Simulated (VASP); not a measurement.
A run of VASP 6.6.1 is set up as follows.

Contents of INCAR:

```
ALGO     = Normal         # electronic algorithm
EDIFF    = 1E-6           # SCF threshold, eV
ENCUT    = 520            # plane-wave cutoff, eV
GGA      = PE             # functional
ISIF     = 2              # what is computed and relaxed
ISMEAR   = 0              # smearing method
ISPIN    = 2              # spin polarisation
LASPH    = T              # aspherical terms in the spheres
LCHARG   = F              # write CHGCAR
LORBIT   = 11             # projections on sites
LREAL    = F              # projectors in reciprocal space
LWAVE    = F              # write WAVECAR
MAGMOM   = 0 0 0 0 1 1    # initial moments
NBANDS   = 39             # bands
NELM     = 150            # most SCF steps
PREC     = Accurate       # precision mode
SIGMA    = 0.1            # smearing width, eV
```

Contents of KPOINTS:

```
k-points
0
Gamma
  6 6 6
```

POSCAR

```
AlGa3N2
1.0
    2.7450372931      1.5848480221      4.6741372387
   -2.7450372931      1.5848480221      4.6741372387
    0.0000000000     -3.1696960382      4.6741372408
Al Ga N
1 3 2
Direct
    0.5000000000      0.5000000000      0.5000000000
    0.5000000000      0.5000000000      0.0000000000
    0.0000000000      0.5000000000      0.5000000000
    0.5000000000      0.0000000000      0.5000000000
    0.7507991464      0.7507991464      0.7507991464
    0.2492008536      0.2492008536      0.2492008536
```

Potentials or basis: VASP PAW PBE potentials, release 64 (Al, Ga_d, N).

The run is started by

```console
$ cat potpaw_PBE.64/Al/POTCAR potpaw_PBE.64/Ga_d/POTCAR potpaw_PBE.64/N/POTCAR > POTCAR
$ mpirun -np 1 vasp_std > vasp.out
```

Question: Predict the pressure.

Answer: 0.1 GPa.

Question: Estimate the net moment.

Answer: 0.00 μB per cell.

Forces in eV/Å, atoms in the order of the input:
```
Al   0.000  0.000  0.000
Ga   0.000  0.000  0.000
Ga   0.000  0.000  0.000
Ga   0.000  0.000  0.000
N    0.000  0.000  0.009
N    0.000  0.000 -0.009
```
